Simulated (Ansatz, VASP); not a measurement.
**BeTe in VASP and in Ansatz**

```
CELL_PARAMETERS angstrom
0.00000 2.82862 2.82862
2.82862 0.00000 2.82862
2.82862 2.82862 0.00000
ATOMIC_POSITIONS crystal
Be 0.00000 0.00000 0.00000
Te 0.25000 0.25000 0.25000
```

Alike in both runs: task single point; functional PBEsol; k mesh 6 × 6 × 6; no spin polarisation.

|  | VASP | Ansatz |
| --- | --- | --- |
| version | VASP 6.6.1 | Ansatz 0.2.0 |
| potentials or method | VASP PAW PBE potentials, release 64 (Be, Te) | plane waves |
| plane-wave cutoff (eV) | 600 | 420 |
| occupations | gaussian, width 0.01 eV | fixed |
| valence electrons in the cell | 8 | 18 |

|  | VASP | Ansatz | Ansatz less VASP |
| --- | --- | --- | --- |
| gap on the k mesh at the Fermi level (eV) | 1.88 | 1.90 | +0.017 |
| pressure (GPa) | -1.3 | -1.6 | -0.24 |

VASP's potentials were made for PBE, not for PBEsol. VASP's potentials hold 8 valence electrons a cell and Ansatz's 18, so a difference there can come from the potentials and not from the codes.

Spin-orbit coupling is off throughout.
